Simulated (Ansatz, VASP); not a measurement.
Bi2Se3: VASP beside Ansatz

```xyz
5
Lattice="2.0712 1.1958 9.7543 -2.0712 1.1958 9.7543 0.0000 -2.3916 9.7543" Properties=species:S:1:pos:R:3 pbc="T T T"
Bi    0.0000    0.0000   11.6860
Bi    0.0000    0.0000   17.5770
Se    0.0000    0.0000    6.2658
Se    0.0000    0.0000   22.9972
Se    0.0000    0.0000    0.0000
```

Alike in both runs: task single point; functional PBE; k mesh 8 × 8 × 8; occupations fermi-dirac, width 0.02 eV; no spin polarisation.

|  | VASP | Ansatz |
| --- | --- | --- |
| version | VASP 6.6.1 | Ansatz 0.2.0 |
| potentials or method | VASP PAW PBE potentials, release 64 (Bi_d, Se) | plane waves, PAW |
| plane-wave cutoff (eV) | 520 | 420 |
| valence electrons in the cell | 48 | 78 |

```csv
,VASP,Ansatz,Ansatz less VASP
pressure (GPa),2.2,2.1,-0.02
"traceless stress, the component that is largest in VASP (GPa)",-0.09,-0.09,-0.001
rms of the force components (eV/Å),0.075,0.070,-0.0055
```

Atom by atom the forces differ by 0.006 eV/Å (rms over components). The functional is the same, so the differences come from potentials, cutoffs and numerics. VASP's potentials hold 48 valence electrons a cell and Ansatz's 78, so a difference there can come from the potentials and not from the codes.

Neither program's run includes spin-orbit coupling.
